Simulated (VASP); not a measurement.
Crystal: PtS2.

```xyz
3
Lattice="3.6207 0.0000 0.0000 -1.8104 3.1356 0.0000 0.0000 0.0000 5.8600" Properties=species:S:1:pos:R:3 pbc="T T T"
Pt    0.0000    0.0000    0.0000
S     0.0000    2.0904    1.4712
S     1.8104    1.0452    4.3887
```

```yaml
Program: VASP 6.6.1
Task: relaxation of cell and atoms
Functional: PBE
Dispersion: D3(BJ)
Potentials_or_basis: VASP PAW PBE potentials, release 64 (Pt, S)
Cutoff: 600 eV
k_mesh: 12 × 12 × 4
Occupations: fermi-dirac, width 0.02 eV
Spin: no spin polarisation
```

At the start: pressure -16.3 GPa; volume 22.18 Å³/atom.

**Question.** How do energy, volume and symmetry change on relaxing?

**Answer.** Over 31 steps the energy falls by 313.8 meV/atom and the volume is 17.30 Å³/atom (-22.0 %); space group P-3m1 (No. 164, to 0.1 Å) before and after.

Step by step:
| step | energy change (eV) | largest force (eV/Å) | pressure (GPa) | volume (Å³) |
| --- | --- | --- | --- | --- |
| 1 | 0.0000 | 2.5206 | -16.35 | 66.53 |
| 2 | 0.5303 | 4.1465 | 48.24 | 47.01 |
| 3 | -0.7935 | 0.5474 | -0.02 | 56.56 |
| 4 | -0.7961 | 0.4314 | 1.04 | 56.20 |
| 5 | -0.7962 | 0.3679 | 1.62 | 56.00 |
| 6 | -0.8764 | 0.1005 | 0.54 | 56.52 |
| 7 | -0.9002 | 0.1424 | -0.47 | 56.92 |
| 8 | -0.9044 | 0.1797 | -0.10 | 56.46 |
| 9 | -0.9137 | 0.2944 | 1.16 | 55.07 |
| 10 | -0.9130 | 0.5382 | 4.27 | 52.31 |
| 11 | -0.9164 | 0.4307 | 2.79 | 53.60 |
| 12 | -0.9170 | 0.4267 | 2.76 | 53.56 |
| 13 | -0.9188 | 0.4145 | 2.66 | 53.45 |
| 14 | -0.9222 | 0.3911 | 2.54 | 53.22 |
| 15 | -0.9282 | 0.3449 | 2.28 | 52.77 |
| 16 | -0.9360 | 0.2559 | 1.86 | 51.86 |
| 17 | -0.9307 | 0.0768 | 1.53 | 50.00 |
| 18 | -0.9371 | 0.2145 | 1.80 | 51.21 |
| 19 | -0.9371 | 0.1994 | 1.74 | 51.04 |
| 20 | -0.9393 | 0.1502 | 1.11 | 51.35 |
| 21 | -0.9410 | 0.0586 | -0.02 | 51.94 |
| 22 | -0.9410 | 0.0532 | -0.10 | 51.97 |
| 23 | -0.9410 | 0.0557 | -0.07 | 51.95 |
| 24 | -0.9411 | 0.0502 | -0.06 | 51.95 |
| 25 | -0.9414 | 0.0342 | 0.00 | 51.92 |
| 26 | -0.9415 | 0.0013 | 0.08 | 51.86 |
| 27 | -0.9415 | 0.0080 | 0.07 | 51.87 |
| 28 | -0.9415 | 0.0094 | 0.06 | 51.87 |
| 29 | -0.9415 | 0.0103 | 0.07 | 51.87 |
| 30 | -0.9415 | 0.0012 | -0.05 | 51.90 |
| 31 | -0.9415 | 0.0041 | -0.04 | 51.89 |

Final structure:
```
Pt S
1.0
     3.57957    0.00000    0.00000
    -1.78979    3.10000    0.00000
     0.00000    0.00000    4.67612
Pt S
1 2
Direct
  0.00000 0.00000 0.00000
  0.33333 0.66667 0.25766
  0.66667 0.33333 0.74234
```

Caveat: the volume moved by over 15 % at a fixed basis, so the end points are rough.
